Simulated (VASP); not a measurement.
SiC, 2 atoms in the cell. It takes space group I-4m2 (No. 119, tetragonal). The conventional cell has a = 2.952 Å, b = 2.952 Å, c = 4.522 Å, α = 90.00°, β = 90.00°, γ = 90.00°. Si (site symmetry -4m2) has 4 C at 1.86 Å within 2.5 Å. C (site symmetry -4m2) has 4 Si at 1.86 Å within 2.5 Å.  This cell differs from its parent crystal: strain -0.040 along x and y, +0.040 along z.

```yaml
Program: VASP 6.6.1
Task: single point
Functional: r2SCAN
Potentials_or_basis: VASP PAW PBE potentials, release 64 (Si, C)
Cutoff: 520 eV
k_mesh: 12 × 12 × 12
Occupations: gaussian, width 0.05 eV
Spin: no spin polarisation
Dipole_correction: no
Further_INCAR_settings: ALGO = Normal; EDIFF = 1e-06; NBANDS = 11
```

Potentials or basis: VASP PAW PBE potentials, release 64 (Si, C).

The run is started by

```console
$ cat potpaw_PBE.64/Si/POTCAR potpaw_PBE.64/C/POTCAR > POTCAR
$ cp INCAR.step1 INCAR
$ mpirun -np 1 vasp_std > vasp.out
$ cp INCAR.step2 INCAR
$ mpirun -np 1 vasp_std > vasp.out
```

Hardware: 1 thread of AMD EPYC 9R45 96-Core Processor (Zen 5) (shared host).

How long does it take, and how much memory?

Wall time 100 s on 1 thread of AMD EPYC 9R45 96-Core Processor (Zen 5) (shared host), peak memory 0.13 GiB. Counts: k points 163.
